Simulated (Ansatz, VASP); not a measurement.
## Hf3Br in VASP and in Ansatz

```
Hf Br
1.0
     3.86170    0.00000    0.00000
     0.00000    3.86170    0.00000
     0.00000    0.00000    7.34329
Hf Br
3 1
Direct
  0.50000 0.50000 0.76523
  0.50000 0.50000 0.23477
  0.00000 0.00000 0.00000
  0.50000 0.50000 0.50000
```

Alike in both runs: task relaxation of cell and atoms; functional PBE; k mesh 4 × 4 × 4; occupations gaussian, width 0.1 eV; no spin polarisation.

|  | VASP | Ansatz |
| --- | --- | --- |
| version | VASP 6.6.1 | Ansatz 0.2.0 |
| potentials or method | VASP PAW PBE potentials, release 64 (Hf_pv, Br), cutoff 600 eV | scalar-relativistic, plane waves, PAW |
| valence electrons in the cell | 37 | 85 |

```csv
,VASP,Ansatz,Ansatz less VASP
"gap on the k mesh at the Fermi level, each at its own relaxed structure (eV)",none,none,-
relaxed volume (Å³/atom),25.25,25.28,+0.034
relaxed cell length with the largest relative difference (Å),9.293,9.299,+0.0060
```

A gap of «none» marks a metal or a gap that the smearing closes. VASP's potentials hold 37 valence electrons a cell and Ansatz's 85, so a difference there can come from the potentials and not from the codes.

The k mesh is coarse, so the values compare programs but aren't converged. Spin-orbit coupling is off throughout.
